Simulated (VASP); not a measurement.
# CoSi (P2_13) in VASP: further runs

CoSi is run at these levels: PBEsol; tasks: single point.

Everything below comes from runs of VASP 6.6.1. Logs are shortened: lines on timing, memory, paths and dates and some standing lists are left out, and cuts for length are marked.

## 1. The cell of the first run

Symmetry: P2_13, No. 198, cubic system. Conventional cell: a = 4.438 Å, b = 4.438 Å, c = 4.438 Å, α = 90.00°, β = 90.00°, γ = 90.00°. Within 3.0 Å of Co (site symmetry 3) lie 7 Si at 2.28 to 2.47 Å and 6 Co at 2.72 Å. Within 3.0 Å of Si (site symmetry 3) lie 7 Co at 2.28 to 2.47 Å and 6 Si at 2.75 Å.

## 2. Single point, PBEsol, collinear spin, ferromagnetic start

File INCAR:

```
SYSTEM = CoSi
PREC = Accurate
ENCUT = 520
EDIFF = 1E-6
ISMEAR = -1
SIGMA = 0.05
LREAL = .FALSE.
LASPH = .TRUE.
NELM = 150
ALGO = Normal
ISIF = 2
LWAVE = .FALSE.
LCHARG = .TRUE.
ISPIN = 2
MAGMOM = 2 2 2 2 0 0 0 0
LORBIT = 11
NUPDOWN = 8.0
LMAXMIX = 4
GGA = PS
LELF = .TRUE.
LVHAR = .TRUE.
NBANDS = 40
```

File KPOINTS:

```
regular mesh
0
G
  5 5 5
  0 0 0
```

File POSCAR:

```
CoSi
1.0
    4.4380000000      0.0000000000      0.0000000000
    0.0000000000      4.4380000000      0.0000000000
    0.0000000000      0.0000000000      4.4380000000
Co Si
4 4
Direct
    0.8600000000      0.6400000000      0.3600000000
    0.6400000000      0.3600000000      0.8600000000
    0.3600000000      0.8600000000      0.6400000000
    0.1400000000      0.1400000000      0.1400000000
    0.1570000000      0.3430000000      0.6570000000
    0.3430000000      0.6570000000      0.1570000000
    0.6570000000      0.1570000000      0.3430000000
    0.8430000000      0.8430000000      0.8430000000
```

Potentials or basis: VASP PAW PBE potentials, release 64 (Co, Si).

Launch:

```sh
$ cat potpaw_PBE.64/Co/POTCAR potpaw_PBE.64/Si/POTCAR > POTCAR
$ mpirun -np 1 vasp_std > vasp.out
```

OUTCAR:

```text
SYSTEM = CoSi
   PREC = Accurate
   ENCUT = 520
   EDIFF = 1E-6
   ISMEAR = -1
   LREAL = .FALSE.
   LASPH = .TRUE.
   NELM = 150
   ISIF = 2
   ISPIN = 2
   LORBIT = 11
   NUPDOWN = 8.0
   GGA = PS

 ion  position               nearest neighbor table
   1  0.860  0.640  0.360-   5 2.28   6 2.33   7 2.33   8 2.33   7 2.47   8 2.47   6 2.47   2 2.72
                             2 2.72   4 2.72   4 2.72   3 2.72   3 2.72
   2  0.640  0.360  0.860-   6 2.28   5 2.33   7 2.33   8 2.33   5 2.47   7 2.47   8 2.47   1 2.72
                             1 2.72   3 2.72   3 2.72   4 2.72   4 2.72
   3  0.360  0.860  0.640-   7 2.28   6 2.33   5 2.33   8 2.33   6 2.47   5 2.47   8 2.47   4 2.72
                             2 2.72   2 2.72   4 2.72   1 2.72   1 2.72
   4  0.140  0.140  0.140-   8 2.28   6 2.33   7 2.33   5 2.33   6 2.47   5 2.47   7 2.47   1 2.72
                             3 2.72   3 2.72   1 2.72   2 2.72   2 2.72
   5  0.157  0.343  0.657-   1 2.28   2 2.33   3 2.33   4 2.33   3 2.47   4 2.47   2 2.47   8 2.75
                             6 2.75   6 2.75   8 2.75   7 2.75   7 2.75
   6  0.343  0.657  0.157-   2 2.28   1 2.33   3 2.33   4 2.33   1 2.47   3 2.47   4 2.47   8 2.75
                             5 2.75   5 2.75   7 2.75   7 2.75   8 2.75
   7  0.657  0.157  0.343-   3 2.28   2 2.33   1 2.33   4 2.33   2 2.47   1 2.47   4 2.47   8 2.75
                             8 2.75   5 2.75   6 2.75   6 2.75   5 2.75
   8  0.843  0.843  0.843-   4 2.28   2 2.33   3 2.33   1 2.33   2 2.47   1 2.47   3 2.47   5 2.75
                             6 2.75   7 2.75   7 2.75   5 2.75   6 2.75

  LATTYP: Found a simple cubic cell.
 ALAT       =     4.4380000000

  Lattice vectors:

 A1 = (   4.4380000000,   0.0000000000,   0.0000000000)
 A2 = (   0.0000000000,   4.4380000000,   0.0000000000)
 A3 = (   0.0000000000,   0.0000000000,   4.4380000000)

Analysis of symmetry for initial positions (statically):
=====================================================================
 Subroutine PRICEL returns:
 Original cell was already a primitive cell.

 Routine SETGRP: Setting up the symmetry group for a
 simple cubic supercell.

 Subroutine GETGRP returns: Found 12 space group operations
 (whereof  3 operations were pure point group operations)
 out of a pool of 48 trial point group operations.

The static configuration has the point symmetry C_3 .
 The point group associated with its full space group is T   .

Analysis of symmetry for dynamics (positions and initial velocities):
=====================================================================
 Subroutine PRICEL returns:
 Original cell was already a primitive cell.

 Routine SETGRP: Setting up the symmetry group for a
 simple cubic supercell.

 Subroutine GETGRP returns: Found 12 space group operations
 (whereof  3 operations were pure point group operations)
 out of a pool of 48 trial point group operations.

The dynamic configuration has the point symmetry C_3 .
 The point group associated with its full space group is T   .

Analysis of structural, dynamic, and magnetic symmetry:
=====================================================================
 Subroutine PRICEL returns:
 Original cell was already a primitive cell.

 Routine SETGRP: Setting up the symmetry group for a
 simple cubic supercell.

 Subroutine GETGRP returns: Found 12 space group operations
 (whereof  3 operations were pure point group operations)
 out of a pool of 48 trial point group operations.

The overall configuration has the point symmetry C_3 .
 The point group associated with its full space group is T   .

 Subroutine INISYM returns: Found 12 space group operations
 (whereof  3 operations are pure point group operations),
 and found     1 'primitive' translations

----------------------------------------------------------------------------------------

                                     Primitive cell

  volume of cell :      87.4102

  direct lattice vectors                    reciprocal lattice vectors
     4.438000000  0.000000000  0.000000000     0.225326724  0.000000000  0.000000000
     0.000000000  4.438000000  0.000000000     0.000000000  0.225326724  0.000000000
     0.000000000  0.000000000  4.438000000     0.000000000  0.000000000  0.225326724

  length of vectors
     4.438000000  4.438000000  4.438000000     0.225326724  0.225326724  0.225326724

  position of ions in fractional coordinates (direct lattice)
     0.860000000  0.640000000  0.360000000
     0.640000000  0.360000000  0.860000000
     0.360000000  0.860000000  0.640000000
     0.140000000  0.140000000  0.140000000
     0.157000000  0.343000000  0.657000000
     0.343000000  0.657000000  0.157000000
     0.657000000  0.157000000  0.343000000
[... 65 lines left out ...]
   LNONCOLLINEAR =      F non collinear calculations
   LSORBIT =      F    spin-orbit coupling
   LASPH  =      T    aspherical Exc in radial PAW
   ENCUT  =  520.0 eV  38.22 Ry    6.18 a.u.   8.25  8.25  8.25*2*pi/ulx,y,z
   NELM   =    150;   NELMIN=  2; NELMDL= -5     # of ELM steps
   EDIFF  = 0.1E-05   stopping-criterion for ELM
   LREAL  =      F    real-space projection
   EDIFFG = 0.1E-04   stopping-criterion for IOM
   NSW    =      0    number of steps for IOM
   IBRION =     -1    ionic relax: 0-MD 1-quasi-New 2-CG
   NFREE  =      0    steps in history (QN), initial steepest desc. (CG)
   ISIF   =      2    stress and relaxation
   ISYM   =      2    0-nonsym 1-usesym 2-fastsym
   POTIM  = 0.5000    time-step for ionic-motion
   TEBEG  =    0.0;   TEEND  =   0.0 temperature during run
   PSTRESS=    0.0 pullay stress
   NELECT =      52.0000    total number of electrons
   NUPDOWN=       8.0000    fix difference up-down
   EMIN   =  10.00;   EMAX   =-10.00  energy-range for DOS
   EFERMI =   0.00;   METHOD = LEGACY
   ISMEAR =    -1;   SIGMA  =   0.05  broadening in eV -4-tet -1-fermi 0-gaus
   EFERMI_NEDOS =   21; number of points for ismear=-14 and -15
   IALGO  =     38    algorithm
   IMIX   =      4    mixing-type and parameters
     AMIX     =   0.40;   BMIX     =  1.00
     AMIX_MAG =   1.60;   BMIX_MAG =  1.00
  volume/ion in A,a.u.               =      10.93        73.73
  Fermi-wavevector in a.u.,A,eV,Ry     =   1.376856  2.601881 25.793021  1.895734
  Thomas-Fermi vector in A             =   2.502063
   LORBIT       =     11    0 simple, 1 ext, 2 COOP (PROOUT), +10 PAW based schemes
   GGA     = PS    functional components
   LHFCALC =     F    Hartree Fock is set to
   AEXX    =    0.0000 exact exchange contribution
   IVDW    =     0    specifies the selected vdW correction
   LEPSILON=     F    determine dielectric tensor
   LRPA    =     F    only Hartree local field effects (RPA)
 spin polarized calculation
  energy-cutoff  :      520.00
  volume of cell :       87.41
 maximum number of plane-waves:      2373
 NGX is ok and might be reduce to    36
   NGX = 17   NGY = 17   NGZ = 17

 number of electron      51.9999992 magnetization       7.9999998

 Free energy of the ion-electron system (eV)
  ---------------------------------------------------
  ext. energy  EPLUGINS =         0.00000000
  ---------------------------------------------------
  free energy    TOTEN  =       -54.03361008 eV

  energy without entropy =      -53.97897417  energy(sigma->0) =      -54.00629212

 E-fermi :  11.1698     XC(G=0): -12.9525

 val. band max:       13.8484018124   @ k =   0.4000   0.4000   0.0000
 cond. band min:      11.1779136922   @ k =   0.4000   0.4000   0.2000
 fundamental gap:     -2.6704881202
 Fermi energy:        13.9065930890

 spin component 1

 k-point     1 :       0.0000    0.0000    0.0000
  band No.  band energies     occupation
      1      -1.7617      1.00000
      2       3.6468      1.00000
      3       3.6468      1.00000
      4       3.6468      1.00000
      5       6.1266      1.00000
      6       6.1266      1.00000
[... 440 lines left out ...]
     37      18.1828      0.00000
     38      18.6715      0.00000
 Fermi energy:        11.1697894245

 spin component 2

 k-point     1 :       0.0000    0.0000    0.0000
  band No.  band energies     occupation
      1      -1.4257      1.00000
      2       4.1375      1.00000
      3       4.1375      1.00000
      4       4.1375      1.00000
      5       6.6390      1.00000
      6       6.6390      1.00000
[... 440 lines left out ...]
     37      18.6550      0.00000
     38      19.2051      0.00000
 [bands above 38 left out]

------------------------ aborting loop because EDIFF is reached ----------------------------------------

  FORCE on cell =-STRESS in cart. coord.  units (eV):
  Direction    XX          YY          ZZ          XY          YZ          ZX
  --------------------------------------------------------------------------------------
  -------------------------------------------------------------------------------------
  Total        9.6328969      9.6328969      9.6328969      0.0000000      0.0000000      0.0000000
  in kB      176.5653991    176.5653991    176.5653991      0.0000000      0.0000000      0.0000000
  external PRESSURE =     176.5653991 kB  Pullay stress =       0.0000000 kB

 VOLUME and BASIS-vectors are now :
 -----------------------------------------------------------------------------
  energy-cutoff  :      520.00
  volume of cell :       87.41
      direct lattice vectors                 reciprocal lattice vectors
     4.438000000  0.000000000  0.000000000     0.225326724  0.000000000  0.000000000
     0.000000000  4.438000000  0.000000000     0.000000000  0.225326724  0.000000000
     0.000000000  0.000000000  4.438000000     0.000000000  0.000000000  0.225326724

 POSITION                                       TOTAL-FORCE (eV/Angst)
 -----------------------------------------------------------------------------------
      3.81668      2.84032      1.59768        -0.105897      0.105897     -0.105897
      2.84032      1.59768      3.81668         0.105897     -0.105897     -0.105897
      1.59768      3.81668      2.84032        -0.105897     -0.105897      0.105897
      0.62132      0.62132      0.62132         0.105897      0.105897      0.105897
      0.69677      1.52223      2.91577        -0.292745      0.292745     -0.292745
      1.52223      2.91577      0.69677         0.292745     -0.292745     -0.292745
      2.91577      0.69677      1.52223        -0.292745     -0.292745      0.292745
      3.74123      3.74123      3.74123         0.292745      0.292745      0.292745
 -----------------------------------------------------------------------------------
    total drift:                               -0.000000      0.000000      0.000000

  FREE ENERGIE OF THE ION-ELECTRON SYSTEM (eV)
  ---------------------------------------------------
  free  energy   TOTEN  =       -54.0336100816 eV

  energy  without entropy=      -53.9789741658  energy(sigma->0) =      -54.00629212

 total charge

# of ion       s       p       d       tot
------------------------------------------
    1        0.469   0.648   7.411   8.528
    2        0.469   0.648   7.411   8.528
    3        0.469   0.648   7.411   8.528
    4        0.469   0.648   7.411   8.528
    5        0.768   0.902   0.000   1.669
    6        0.768   0.902   0.000   1.669
    7        0.768   0.902   0.000   1.669
    8        0.768   0.902   0.000   1.669
--------------------------------------------------
tot          4.948   6.199  29.643  40.791

 magnetization (x)

# of ion       s       p       d       tot
------------------------------------------
    1        0.030   0.049   1.638   1.717
    2        0.030   0.049   1.638   1.717
    3        0.030   0.049   1.638   1.717
    4        0.030   0.049   1.638   1.717
    5        0.063   0.074   0.000   0.137
    6        0.063   0.074   0.000   0.137
    7        0.063   0.074   0.000   0.137
    8        0.063   0.074   0.000   0.137
--------------------------------------------------
tot          0.371   0.492   6.553   7.416
```

Wall time 87 s (1 thread of Intel Xeon Platinum 8488C (Sapphire Rapids), shared host); peak memory 0.26 GiB.

What came out:

```
Free energy                                           : -54.0336 eV
Pressure                                              : 17.7 GPa
Largest force                                         : 0.507 eV/Å
Net moment                                            : 8.00 μB per cell
Site moments                                          : Co +1.72; Si +0.14 μB
Valence electrons inside the program's atomic spheres : Co 8.53; Si 1.67
```

Forces in eV/Å, atoms in the order of the input:
```
Co  -0.106  0.106 -0.106
Co   0.106 -0.106 -0.106
Co  -0.106 -0.106  0.106
Co   0.106  0.106  0.106
Si  -0.293  0.293 -0.293
Si   0.293 -0.293 -0.293
Si  -0.293 -0.293  0.293
Si   0.293  0.293  0.293
```

Caveat: the PAW data sets were made with another functional, which shifts forces and pressure a little; the total moment is fixed, so each spin has its own Fermi level.

## 3. Single point, PBEsol, collinear spin, ferromagnetic start

File INCAR:

```
PREC = Accurate
ENCUT = 520
EDIFF = 1E-6
ISMEAR = -1
SIGMA = 0.05
LREAL = F
LASPH = T
NELM = 150
ALGO = Normal
ISIF = 2
LWAVE = F
LCHARG = F
ISPIN = 2
MAGMOM = 2.5 2.5 2.5 2.5 0 0 0 0
LORBIT = 11
NUPDOWN = 10.0
LMAXMIX = 4
GGA = PS
NBANDS = 40
```

File KPOINTS:

```
regular mesh
0
Gamma
  5 5 5
```

POSCAR is that of step 2.

Potentials or basis: VASP PAW PBE potentials, release 64 (Co, Si).

Launch:

```sh
$ cat potpaw_PBE.64/Co/POTCAR potpaw_PBE.64/Si/POTCAR > POTCAR
$ mpirun -np 1 vasp_std > vasp.out
```

Run time: 78 s. Hardware: 1 thread of Intel Xeon Platinum 8488C (Sapphire Rapids), shared host; peak memory 0.26 GiB.

Results (log left out):

```
Free energy                                           : -50.8481 eV
Pressure                                              : 27.6 GPa
Largest force                                         : 0.674 eV/Å
Net moment                                            : 10.00 μB per cell
Site moments                                          : Co +2.05; Si +0.20 μB
Valence electrons inside the program's atomic spheres : Co 8.49; Si 1.69
```

Forces on the atoms (eV/Å):
```
Co  -0.189  0.189 -0.189
Co   0.189 -0.189 -0.189
Co  -0.189 -0.189  0.189
Co   0.189  0.189  0.189
Si  -0.389  0.389 -0.389
Si   0.389 -0.389 -0.389
Si  -0.389 -0.389  0.389
Si   0.389  0.389  0.389
```

Caveat: the PAW data sets were made with another functional, which shifts forces and pressure a little; the total moment is fixed, so each spin has its own Fermi level.

## 4. Single point, PBEsol, collinear spin, ferromagnetic start

File INCAR:

```
SYSTEM = CoSi
PREC = Accurate
ENCUT = 520
EDIFF = 1E-6
ISMEAR = -1
SIGMA = 0.05
LREAL = .FALSE.
LASPH = .TRUE.
NELM = 150
ALGO = Normal
ISIF = 2
LWAVE = .FALSE.
LCHARG = .FALSE.
ISPIN = 2
MAGMOM = 3 3 3 3 0 0 0 0
LORBIT = 11
NUPDOWN = 12.0
LMAXMIX = 4
GGA = PS
NBANDS = 40
```

File KPOINTS:

```
Automatic mesh
0
G
  5 5 5
  0 0 0
```

POSCAR is that of step 3.

Launch:

```sh
$ cat potpaw_PBE.64/Co/POTCAR potpaw_PBE.64/Si/POTCAR > POTCAR
$ mpirun -np 1 vasp_std > vasp.out
```

Wall time 74 s (1 thread of Intel Xeon Platinum 8488C (Sapphire Rapids), shared host); peak memory 0.26 GiB.

The run converged. Its results:

* Free energy: -46.8813 eV
* Pressure: 38.2 GPa
* Largest force: 0.735 eV/Å
* Net moment: 12.00 μB per cell
* Site moments: Co +2.35; Si +0.28 μB
* Valence electrons inside the program's atomic spheres: Co 8.44; Si 1.71

Forces in eV/Å, atoms in the order of the input:
```
Co  -0.301  0.301 -0.301
Co   0.301 -0.301 -0.301
Co  -0.301 -0.301  0.301
Co   0.301  0.301  0.301
Si  -0.424  0.424 -0.424
Si   0.424 -0.424 -0.424
Si  -0.424 -0.424  0.424
Si   0.424  0.424  0.424
```

Caveat: the PAW data sets were made with another functional, which shifts forces and pressure a little; the total moment is fixed, so each spin has its own Fermi level.

## 5. Single point, PBEsol, collinear spin, ferromagnetic start

Changes to INCAR since step 4:

```diff
@@ -14,5 +14,5 @@
 ISPIN = 2
-MAGMOM = 3 3 3 3 0 0 0 0
+MAGMOM = 4 4 4 4 0 0 0 0
 LORBIT = 11
-NUPDOWN = 12.0
+NUPDOWN = 16.0
 LMAXMIX = 4
```

KPOINTS is that of step 4.

POSCAR is that of step 4.

Launch:

```sh
$ cat potpaw_PBE.64/Co/POTCAR potpaw_PBE.64/Si/POTCAR > POTCAR
$ mpirun -np 1 vasp_std > vasp.out
```

It took 68 s on 1 thread of Intel Xeon Platinum 8488C (Sapphire Rapids), shared host; peak memory 0.26 GiB.

Results (log left out):

* Free energy: -36.6153 eV
* Pressure: 60.9 GPa
* Largest force: 1.127 eV/Å
* Net moment: 16.00 μB per cell
* Site moments: Co +2.89; Si +0.46 μB
* Valence electrons inside the program's atomic spheres: Co 8.36; Si 1.74

Forces on the atoms (eV/Å):
```
Co  -0.651  0.651 -0.651
Co   0.651 -0.651 -0.651
Co  -0.651 -0.651  0.651
Co   0.651  0.651  0.651
Si  -0.336  0.336 -0.336
Si   0.336 -0.336 -0.336
Si  -0.336 -0.336  0.336
Si   0.336  0.336  0.336
```

Caveat: the PAW data sets were made with another functional, which shifts forces and pressure a little; the total moment is fixed, so each spin has its own Fermi level.

(Continued in part 2 of 2.)
